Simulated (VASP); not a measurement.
Here is a VASP 6.6.1 calculation.

File INCAR:

```
  PREC = Accurate
  ENCUT = 520
  EDIFF = 1E-6
  ISMEAR = 0
  SIGMA = 0.1
  LREAL = False
  LASPH = True
  NELM = 100
  ALGO = Fast
  ISIF = 2
  LWAVE = False
  LCHARG = True
  GGA = PE
  LELF = True
  LVHAR = True
  NBANDS = 51
```

File KPOINTS:

```
Automatic mesh
0
Gamma
  12 12 4
```

File POSCAR:

```
MoW5
1.0
    3.2825238472      0.0000000000      0.0000000000
    0.0000000000      3.2825238472      0.0000000000
    0.0000000000      0.0000000000      9.8495756209
Mo W
1 5
Direct
    0.5000000000      0.5000000000      0.5000000000
    0.0000000000      0.0000000000      0.6666685217
    0.5000000000      0.5000000000      0.8330254844
    0.0000000000      0.0000000000      0.0000000000
    0.5000000000      0.5000000000      0.1669745156
    0.0000000000      0.0000000000      0.3333314783
```

Potentials or basis: VASP PAW PBE potentials, release 64 (Mo_sv, W_sv).

Launch:

```console
$ cat potpaw_PBE.64/Mo_sv/POTCAR potpaw_PBE.64/W_sv/POTCAR > POTCAR
$ mpirun -np 1 vasp_std > vasp.out
```

Question: Predict the band gap on the k mesh.

Answer: Zero (band 42 reaches 10.58 eV, above the bottom of band 43 at 9.62 eV).

Question: Estimate the pressure.

Answer: -22.8 GPa.

Caveat: spin-orbit coupling is left out, which moves the levels of the heavy elements.
